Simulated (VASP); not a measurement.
Input of a VASP 6.6.1 run:

Contents of POSCAR:

```
Cu
1.0
   11.5702540000      0.0000000000      0.0000000000
    0.0000000000      2.2382120000      0.0000000000
   -4.5956240000      0.0000000000     21.7433880000
Cu
1
Direct
    0.5000000000      0.5000000000      0.5000000000
```

File INCAR.step1:

```
SYSTEM = Cu
ALGO = Normal ; EDIFF = 1E-4
ENCUT = 520 ; GGA = PE
ISMEAR = 0 ; LASPH = .TRUE.
LCHARG = .FALSE. ; LREAL = .FALSE.
LWAVE = .TRUE. ; NBANDS = 12
NELM = 100 ; PREC = Accurate
SIGMA = 0.2
```

INCAR.step2

```
SYSTEM = Cu
ALGO = Normal ; EDIFF = 1E-7
ENCUT = 520 ; ISIF = 2
ISMEAR = 0 ; ISTART = 1
LASPH = .TRUE. ; LCHARG = .TRUE.
LELF = .TRUE. ; LMIXTAU = .TRUE.
LREAL = .FALSE. ; LVHAR = .TRUE.
LWAVE = .FALSE. ; METAGGA = R2SCAN
NBANDS = 12 ; NELM = 100
PREC = Accurate ; SIGMA = 0.2
```

File KPOINTS:

```
k-points
0
G
  3 15 2
  0 0 0
```

Potentials or basis: VASP PAW PBE potentials, release 64 (Cu).

The run is started by

```bash
$ cat potpaw_PBE.64/Cu/POTCAR > POTCAR
$ cp INCAR.step1 INCAR
$ mpirun -np 1 vasp_std > vasp.out
$ cp INCAR.step2 INCAR
$ mpirun -np 1 vasp_std > vasp.out
```

Problem. Predict the pressure.

Solution. 0.0 GPa.

Stress tensor (GPa, compression positive):
```
0.00 0.00 0.00
0.00 0.10 0.00
0.00 0.00 0.00
```

Caveat: the PAW data sets were made with another functional, which shifts forces and pressure a little.
